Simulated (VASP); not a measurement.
A run of VASP 6.6.1 is set up as follows.

INCAR

```
SYSTEM = Si
PREC = Accurate ; ENCUT = 520
EDIFF = 1E-7 ; ISMEAR = 0
SIGMA = 0.1 ; LREAL = Auto
LASPH = .True. ; NELM = 100
ALGO = Normal ; ISIF = 2
LWAVE = .False. ; LCHARG = .False.
LDIPOL = .True. ; IDIPOL = 3
DIPOL = 0.5 0.5 0.359 ; GGA = PE
NBANDS = 66
```

Contents of KPOINTS:

```
regular mesh
0
Gamma
  6 6 1
  0 0 0
```

POSCAR

```
Si
1.0
    7.7354122101      0.0000000000      0.0000000000
   -3.8677061051      6.6990634827      0.0000000000
    0.0000000000      0.0000000000     31.9020923748
Si
24
Direct
    0.1666666667      0.3333333333      0.2673265793
    0.6674006942      0.3318389663      0.2454304644
    0.1681610337      0.8355617280      0.2454304644
    0.6644382720      0.8325993058      0.2454304644
   -0.0054337089      0.5086189159      0.2711646230
    0.5140526247      0.5054337089      0.2711646230
   -0.0086189159     -0.0140526247      0.2711646230
    0.5000000000      0.0000000000      0.2682965454
    0.0006514917      0.5088536195      0.3466718607
    0.5082021279      0.4993485083      0.3466718607
   -0.0088536195     -0.0082021279      0.3466718607
    0.5000000000      0.0000000000      0.3434498673
    0.8333333333      0.6666666667      0.3775090526
    0.3389329347      0.6661500559      0.3673124496
    0.8338499441      0.1727828787      0.3673124496
    0.3272171213      0.1610670653      0.3673124496
    0.8333333333      0.6666666667      0.4575568456
    0.3512112974      0.6588300013      0.4409428688
    0.8411699987      0.1923812961      0.4409428688
    0.3076187039      0.1487887026      0.4409428688
    0.6773307640      0.8647756511      0.4689417382
    0.1874448871      0.8226692360      0.4689417382
    0.6352243489      0.3125551129      0.4689417382
    0.1666666667      0.3333333333      0.4741293848
```

Potentials or basis: VASP PAW PBE potentials, release 64 (Si).

Run with:

```console
$ cat potpaw_PBE.64/Si/POTCAR > POTCAR
$ mpirun -np 1 vasp_std > vasp.out
```

Q: Predict the largest force.

A: 1.077 eV/Å.

Q: Estimate the band gap on the k mesh.

A: Zero (band 48 reaches -1.78 eV, above the bottom of band 49 at -1.88 eV).

Forces on the atoms (eV/Å):
```
Si   0.000  0.000 -0.133
Si  -0.008 -0.007  0.017
Si   0.010 -0.003  0.017
Si  -0.002  0.010  0.017
Si  -0.028 -0.007 -0.076
Si   0.008  0.028 -0.076
Si   0.020 -0.021 -0.076
Si   0.000  0.000 -0.149
Si   0.049  0.011  0.082
Si  -0.015 -0.049  0.082
Si  -0.035  0.037  0.082
Si   0.000  0.000  0.149
Si   0.000  0.000  0.230
Si  -0.123  0.112 -0.171
Si  -0.035 -0.163 -0.171
Si   0.158  0.051 -0.171
Si   0.000  0.000 -0.175
Si  -0.108 -0.205  1.052
Si   0.232  0.009  1.052
Si  -0.124  0.197  1.052
Si   0.185 -0.457 -0.626
Si  -0.489  0.068 -0.626
Si   0.303  0.389 -0.626
Si   0.000  0.000 -0.752
```
